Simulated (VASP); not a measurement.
Input of a VASP 6.6.1 run:

File INCAR:

```
SYSTEM = C
PREC     = Accurate       ! precision mode
ENCUT    = 520            ! plane-wave cutoff, eV
EDIFF    = 1E-7           ! SCF threshold, eV
ISMEAR   = 0              ! smearing method
SIGMA    = 0.15           ! smearing width, eV
LREAL    = .FALSE.        ! projectors in reciprocal space
LASPH    = .TRUE.         ! aspherical terms in the spheres
NELM     = 60             ! most SCF steps
ALGO     = Normal         ! electronic algorithm
ISIF     = 2              ! what is computed and relaxed
LWAVE    = .FALSE.        ! write WAVECAR
LCHARG   = .TRUE.         ! write CHGCAR
GGA      = CA             ! functional
LELF     = .TRUE.         ! ELF
LVHAR    = .TRUE.       
NBANDS   = 36             ! bands
```

Contents of KPOINTS:

```
Automatic mesh
0
G
  18 18 2
  0 0 0
```

The input POSCAR:

```
C
1.0
    2.4059711464      0.0000000000      0.0000000000
   -1.2029855732      2.0836321336      0.0000000000
    0.0000000000      0.0000000000     28.6286562871
C
12
Direct
    0.6666666667      0.3333333333      0.0014381788
    0.6666666667      0.3333333333      0.5014563039
    0.6666666667      0.3333333333      0.7298539282
    0.6666666667      0.3333333333      0.2298723132
    0.0000000000      0.0000000000      0.6156893956
    0.3333333333      0.6666666667      0.2298539282
    0.0000000000      0.0000000000      0.1156893956
    0.6666666667      0.3333333333      0.6098799756
    0.3333333333      0.6666666667      0.7298723132
    0.3333333333      0.6666666667      0.1098799756
    0.3333333333      0.6666666667      0.5014381788
    0.3333333333      0.6666666667      0.0014563039
```

Potentials or basis: VASP PAW LDA potentials, release 64 (C).

Launch:

```console
$ cat potpaw_LDA.64/C/POTCAR > POTCAR
$ mpirun -np 1 vasp_std > vasp.out
```

(1) What does it give for the pressure?

(2) Predict the largest force.

Results:

(1) 10.5 GPa.

(2) 2.868 eV/Å.

Caveat: the cell differs from its parent crystal (atoms shifted along a free coordinate); the stress differs along the axes, from -1 to 16 GPa; forces of over 1 eV/Å act on the atoms, so gaps and moduli don't describe the material at rest.
